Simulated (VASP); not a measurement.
A run of VASP 6.6.1 is set up as follows.

File INCAR:

```
PREC = Accurate
ENCUT = 520
EDIFF = 1E-7
ISMEAR = 0
SIGMA = 0.1
LREAL = F
LASPH = T
NELM = 60
ALGO = Normal
ISIF = 2
LWAVE = F
LCHARG = F
GGA = PS
NBANDS = 25
```

Contents of KPOINTS:

```
regular mesh
0
Gamma
  4 4 2
```

Contents of POSCAR:

```
CuO
1.0
    2.3446500000     -1.7134000000      0.0000000000
    2.3446500000      1.7134000000      0.0000000000
   -0.8605500000      0.0000000000      5.0594400000
Cu O
2 2
Direct
    0.0032000000      0.4968000000      0.0000000000
    0.4968000000      0.0032000000      0.5000000000
    0.5714000000      0.4056000000      0.2537000000
    0.4056000000      0.5714000000      0.7537000000
```

Potentials or basis: VASP PAW PBE potentials, release 64 (Cu, O).

Launch:

```sh
$ cat potpaw_PBE.64/Cu/POTCAR potpaw_PBE.64/O/POTCAR > POTCAR
$ mpirun -np 1 vasp_std > vasp.out
```

Problem. What does it give for the largest force?

Solution. 0.757 eV/Å.

Problem. Predict the pressure.

Solution. -2.2 GPa.

Problem. What does it give for the band gap on the k mesh?

Solution. Zero (band 17 reaches 5.76 eV, above the bottom of band 18 at 5.07 eV).

Forces on the atoms (eV/Å):
```
Cu  -0.619  0.349  0.231
Cu  -0.619 -0.349  0.231
O    0.619  0.369 -0.231
O    0.619 -0.369 -0.231
```

Caveat: the k points lie up to 0.62 Å⁻¹ apart; the PAW data sets were made with another functional, which shifts forces and pressure a little; semilocal functionals often make such compounds metallic where correlation or magnetic order opens a gap, which also shifts bond lengths. With open d or f shells a metallic result of PBEsol can be an artefact of self-interaction; +U or a hybrid may open a gap.
